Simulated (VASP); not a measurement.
# Ir in VASP: further runs, part 2 of 2

VASP 6.6.1. Earlier steps stand in the parts before.

### 4 Single point, PBEsol

INCAR

```
SYSTEM = Ir
  PREC = Accurate
  ENCUT = 520
  EDIFF = 1E-7
  ISMEAR = -1
  SIGMA = 0.05
  LREAL = .FALSE.
  LASPH = .TRUE.
  NELM = 80
  ALGO = Normal
  ISIF = 2
  LWAVE = .FALSE.
  LCHARG = .FALSE.
  GGA = PS
  NBANDS = 30
```

KPOINTS

```
Automatic mesh
0
G
  13 13 1
  0 0 0
```

POSCAR

```
Ir
1.0
    2.7088887785      0.0000000000      0.0000000000
    0.0000000000      2.7088887785      0.0000000000
    0.0000000000      0.0000000000     23.6619000000
Ir
5
Direct
    0.0000000000      0.0000000000      0.3417782078
    0.5000000000      0.5000000000      0.4180576804
    0.0000000000      0.0000000000      0.4999999998
    0.5000000000      0.5000000000      0.5819423198
    0.0000000000      0.0000000000      0.6582217921
```

Potentials or basis: VASP PAW PBE potentials, release 64 (Ir).

Started as:

```bash
cat potpaw_PBE.64/Ir/POTCAR > POTCAR
mpirun -np 1 vasp_std > vasp.out
```

OUTCAR:

```text
SYSTEM = Ir
   PREC = Accurate
   ENCUT = 520
   EDIFF = 1E-7
   ISMEAR = -1
   LREAL = .FALSE.
   LASPH = .TRUE.
   NELM = 80
   ISIF = 2
   GGA = PS

 ion  position               nearest neighbor table
   1  0.000  0.000  0.342-   2 2.63   2 2.63   2 2.63   2 2.63
   2  0.500  0.500  0.418-   1 2.63   1 2.63   1 2.63   1 2.63   3 2.73   3 2.73   3 2.73   3 2.73

   3  0.000  0.000  0.500-   2 2.73   2 2.73   2 2.73   2 2.73   4 2.73   4 2.73   4 2.73   4 2.73

   4  0.500  0.500  0.582-   5 2.63   5 2.63   5 2.63   5 2.63   3 2.73   3 2.73   3 2.73   3 2.73

   5  0.000  0.000  0.658-   4 2.63   4 2.63   4 2.63   4 2.63

  LATTYP: Found a simple tetragonal cell.
 ALAT       =     2.7088887785
 C/A-ratio  =     8.7349101181

  Lattice vectors:

 A1 = (   2.7088887785,   0.0000000000,   0.0000000000)
 A2 = (   0.0000000000,   2.7088887785,   0.0000000000)
 A3 = (   0.0000000000,   0.0000000000,  23.6619000000)

Analysis of symmetry for initial positions (statically):
=====================================================================
 Subroutine PRICEL returns:
 Original cell was already a primitive cell.

 Routine SETGRP: Setting up the symmetry group for a
 simple tetragonal supercell.

 Subroutine GETGRP returns: Found 16 space group operations
 (whereof 16 operations were pure point group operations)
 out of a pool of 16 trial point group operations.

The static configuration has the point symmetry D_4h.

Analysis of symmetry for dynamics (positions and initial velocities):
=====================================================================
 Subroutine PRICEL returns:
 Original cell was already a primitive cell.

 Routine SETGRP: Setting up the symmetry group for a
 simple tetragonal supercell.
[... 125 lines left out ...]
   EFERMI =   0.00;   METHOD = LEGACY
   ISMEAR =    -1;   SIGMA  =   0.05  broadening in eV -4-tet -1-fermi 0-gaus
   EFERMI_NEDOS =   21; number of points for ismear=-14 and -15
   IALGO  =     38    algorithm
   IMIX   =      4    mixing-type and parameters
     AMIX     =   0.40;   BMIX     =  1.00
     AMIX_MAG =   1.60;   BMIX_MAG =  1.00
  volume/ion in A,a.u.               =      34.73       234.35
  Fermi-wavevector in a.u.,A,eV,Ry     =   1.043762  1.972425 14.822733  1.089440
  Thomas-Fermi vector in A             =   2.178486
   LORBIT       =      0    0 simple, 1 ext, 2 COOP (PROOUT), +10 PAW based schemes
   GGA     = PS    functional components
   LHFCALC =     F    Hartree Fock is set to
   AEXX    =    0.0000 exact exchange contribution
   IVDW    =     0    specifies the selected vdW correction
   LEPSILON=     F    determine dielectric tensor
   LRPA    =     F    only Hartree local field effects (RPA)
 non-spin polarized calculation
  energy-cutoff  :      520.00
  volume of cell :      173.63
 maximum number of plane-waves:      4715
   NGX = 11   NGY = 11   NGZ = 87

 number of electron      44.9999995 magnetization

 Free energy of the ion-electron system (eV)
  ---------------------------------------------------
  ext. energy  EPLUGINS =         0.00000000
  ---------------------------------------------------
  free energy    TOTEN  =       -46.10819233 eV

  energy without entropy =      -46.07132886  energy(sigma->0) =      -46.08976060

 E-fermi :   0.7691     XC(G=0):  -6.5516

 val. band max:        0.7652502792   @ k =   0.3077   0.0000   0.0000
 cond. band min:       0.8050014681   @ k =   0.4615   0.3846   0.0000
 fundamental gap:      0.0397511889
 Fermi energy:         0.7691446241

 k-point     1 :       0.0000    0.0000    0.0000
  band No.  band energies     occupation
      1      -9.9971      2.00000
      2      -8.7076      2.00000
      3      -7.1528      2.00000
      4      -6.6235      2.00000
      5      -6.5015      2.00000
      6      -6.3997      2.00000
[... 781 lines left out ...]
     29       6.2548      0.00000
     30       7.2699      0.00000

 [... further k-points ...]

------------------------ aborting loop because EDIFF is reached ----------------------------------------

  FORCE on cell =-STRESS in cart. coord.  units (eV):
  Direction    XX          YY          ZZ          XY          YZ          ZX
  --------------------------------------------------------------------------------------
  -------------------------------------------------------------------------------------
  Total       -3.0743716     -3.0743716      0.4387072      0.0000000      0.0000000      0.0000000
  in kB      -28.3684087    -28.3684087      4.0481201      0.0000000      0.0000000      0.0000000
  external PRESSURE =     -17.5628991 kB  Pullay stress =       0.0000000 kB

 VOLUME and BASIS-vectors are now :
 -----------------------------------------------------------------------------
  energy-cutoff  :      520.00
  volume of cell :      173.63
      direct lattice vectors                 reciprocal lattice vectors
     2.708888778  0.000000000  0.000000000     0.369155060  0.000000000  0.000000000
     0.000000000  2.708888778  0.000000000     0.000000000  0.369155060  0.000000000
     0.000000000  0.000000000 23.661900000     0.000000000  0.000000000  0.042262033

 POSITION                                       TOTAL-FORCE (eV/Angst)
 -----------------------------------------------------------------------------------
      0.00000      0.00000      8.08712         0.000000      0.000000     -0.079570
      1.35444      1.35444      9.89204         0.000000     -0.000000      0.031945
      0.00000      0.00000     11.83095         0.000000      0.000000      0.000000
      1.35444      1.35444     13.76986        -0.000000      0.000000     -0.031945
      0.00000      0.00000     15.57478         0.000000      0.000000      0.079570
 -----------------------------------------------------------------------------------
    total drift:                               -0.000000     -0.000000      0.000001

  FREE ENERGIE OF THE ION-ELECTRON SYSTEM (eV)
  ---------------------------------------------------
  free  energy   TOTEN  =       -46.1081923283 eV

  energy  without entropy=      -46.0713288633  energy(sigma->0) =      -46.08976060
```

OSZICAR:

```text
N       E                     dE             d eps       ncg     rms          rms(c)
DAV:   1     0.453277250470E+03    0.45328E+03   -0.18311E+04  1680   0.129E+03
DAV:   2    -0.990622273752E+01   -0.46318E+03   -0.42293E+03  1710   0.399E+02
DAV:   3    -0.475109989856E+02   -0.37605E+02   -0.33962E+02  2266   0.110E+02
[... 21 lines left out ...]
DAV:  25    -0.461081905910E+02   -0.89161E-06   -0.72932E-08  1140   0.215E-03    0.114E-03
DAV:  26    -0.461081913441E+02   -0.75302E-06   -0.36596E-08  1062   0.112E-03    0.211E-03
DAV:  27    -0.461081916828E+02   -0.33877E-06   -0.12307E-08  1026   0.138E-03    0.113E-03
DAV:  28    -0.461081922156E+02   -0.53279E-06   -0.23617E-08  1076   0.153E-03    0.231E-04
DAV:  29    -0.461081923277E+02   -0.11207E-06   -0.76023E-09  1002   0.595E-04    0.109E-04
DAV:  30    -0.461081923283E+02   -0.61664E-09   -0.13073E-09   840   0.232E-04
   1 F= -.46108192E+02 E0= -.46089761E+02  d E =-.368635E-01
```

stdout:

```text
POSCAR found type information on POSCAR Ir
 POSCAR found :  1 types and       5 ions
 scaLAPACK will be used
 -----------------------------------------------------------------------------
|                                                                             |
|                                                                             |
|     You enforced a specific xc type in the INCAR file but a different       |
|     I HOPE YOU KNOW WHAT YOU ARE DOING!                                     |
|                                                                             |
 -----------------------------------------------------------------------------

 LDA part: xc-table for (Slater+PW92), standard interpolation
 POSCAR, INCAR and KPOINTS ok, starting setup
 FFT: planning ... GRIDC
 FFT: planning ... GRID_SOFT
 FFT: planning ... GRID
 WAVECAR not read
 entering main loop
```

Run time: 2.1 min. Hardware: 1 thread of Intel Xeon 6975P-C (Granite Rapids), shared host; peak memory 0.31 GiB.

What came out:

* Free energy: -46.1082 eV
* Largest force: 0.080 eV/Å
* Band gap on the k mesh: zero (an odd number of electrons rules out a gap without spin polarisation)

Forces on the atoms (eV/Å):
```
Ir   0.000  0.000 -0.080
Ir   0.000  0.000  0.032
Ir   0.000  0.000  0.000
Ir   0.000  0.000 -0.032
Ir   0.000  0.000  0.080
```

Levels at points of the mesh, in eV from the Fermi level:
| k point | band 18 | band 19 | band 20 | band 21 | band 22 | band 23 | band 24 | band 25 | band 26 | band 27 |
| --- | --- | --- | --- | --- | --- | --- | --- | --- | --- | --- |
| (0.00, 0.00, 0.00) | -1.34 | -1.34 | -1.21 | -1.11 | -0.79 | 0.12 | 0.29 | 0.29 | 0.68 | 0.86 |

Caveat: the PAW data sets were made with another functional, which shifts forces and pressure a little; spin-orbit coupling is left out, which moves the levels of the heavy elements.

### 5 Summary

| cell | dipole correction | gap on the mesh (eV) | largest force (eV/Å) |
| --- | --- | --- | --- |
| as given, atomic positions A | yes | none | 1.21 |
| as given, atomic positions B | yes | none | 0.08 |
| as given, atomic positions B | no | none | 0.08 |

Alike in all rows: task single point; level PBEsol; potentials or basis VASP PAW PBE potentials, release 64 (Ir); no spin polarisation; k mesh 13 × 13 × 1; cutoff (eV) 520; smearing fermi-dirac 0.05 eV.

Caveats: the PAW data sets were made with another functional, which shifts forces and pressure a little; spin-orbit coupling is left out, which moves the levels of the heavy elements.

Total energies depend on the potentials used, so only differences within one code and one set of settings carry meaning.
